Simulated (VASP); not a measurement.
**Mo: single point with PBE**

The system is Mo.

```xyz
4
Lattice="3.0969 0.0000 -0.0034 0.0000 9.2908 0.0000 -1.5509 0.0000 2.2145" Properties=species:S:1:pos:R:3 pbc="T T T"
Mo    0.0000    4.6454    0.0000
Mo    1.5485    6.9681   -0.0017
Mo    0.0000    0.0000    0.0000
Mo    1.5485    2.3227   -0.0017
```

- Program: VASP 6.6.1
- Task: single point
- Functional: PBE
- Potentials or basis: VASP PAW PBE potentials, release 64 (Mo_sv)
- Cutoff: 520 eV
- k mesh: 11 × 4 × 15
- Occupations: gaussian, width 0.1 eV
- Spin: no spin polarisation
- Dipole correction: no
- Further INCAR settings: ALGO = Fast; EDIFF = 1e-06; NBANDS = 36; ISYM = 0

The pressure is -1.0 GPa and the band gap on the k mesh is zero (bands 28 and 29 overlap by 2.28 eV).

Stress tensor (GPa, compression positive):
```
  6.50   0.00  -0.03
  0.00 -10.09   0.00
 -0.03   0.00   0.50
```

Levels at points of the mesh, in eV from the Fermi level:
| k point | band 24 | band 25 | band 26 | band 27 | band 28 | band 29 | band 30 | band 31 | band 32 | band 33 |
| --- | --- | --- | --- | --- | --- | --- | --- | --- | --- | --- |
| (0.00, 0.00, 0.00) | -1.82 | -1.82 | -1.62 | -1.53 | -0.78 | 1.03 | 1.18 | 1.18 | 1.30 | 1.30 |
| (0.00, 0.50, 0.00) | -1.82 | -1.75 | -1.75 | -0.38 | -0.38 | -0.22 | -0.22 | 1.22 | 1.22 | 1.52 |

It took 4.6 min on 1 thread of Intel(R) Xeon(R) 6975P-C (Granite Rapids), with other jobs on the host, peak memory 0.58 GiB.
